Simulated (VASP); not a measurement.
Input of a VASP 6.6.1 run:

File INCAR:

```
SYSTEM = HfNbSe4
PREC = Accurate
ENCUT = 520
EDIFF = 1E-7
ISMEAR = 0
SIGMA = 0.1
LREAL = .FALSE.
LASPH = .TRUE.
NELM = 100
ALGO = Normal
ISIF = 2
LWAVE = .FALSE.
LCHARG = .FALSE.
GGA = PE
NBANDS = 32
```

Contents of KPOINTS:

```
Automatic mesh
0
G
  3 3 4
  0 0 0
```

The input POSCAR:

```
HfNbSe4
1.0
    5.6035009290      0.0000000000      0.0000000000
   -2.8017504645      4.8527741547      0.0000000000
    0.0000000000      0.0000000000      4.6908088159
Hf Nb Se
1 1 4
Direct
    0.3333333333      0.6666666667      0.0000000000
    0.6666666667      0.3333333333      0.0000000000
    0.0000000000      0.0000000000      0.0000000000
    0.3437978594      0.1718989297      0.5000000000
    0.8281010703      0.1718989297      0.5000000000
    0.8281010703      0.6562021406      0.5000000000
```

Potentials or basis: VASP PAW PBE potentials, release 64 (Hf_pv, Nb_sv, Se).

The run is started by

```bash
$ cat potpaw_PBE.64/Hf_pv/POTCAR potpaw_PBE.64/Nb_sv/POTCAR potpaw_PBE.64/Se/POTCAR > POTCAR
$ mpirun -np 1 vasp_std > vasp.out
```

(1) Predict the largest force.

(2) What does it give for the pressure?

## Answers

(1) 0.011 eV/Å.

(2) -0.2 GPa.

Caveat: the k points lie up to 0.43 Å⁻¹ apart.
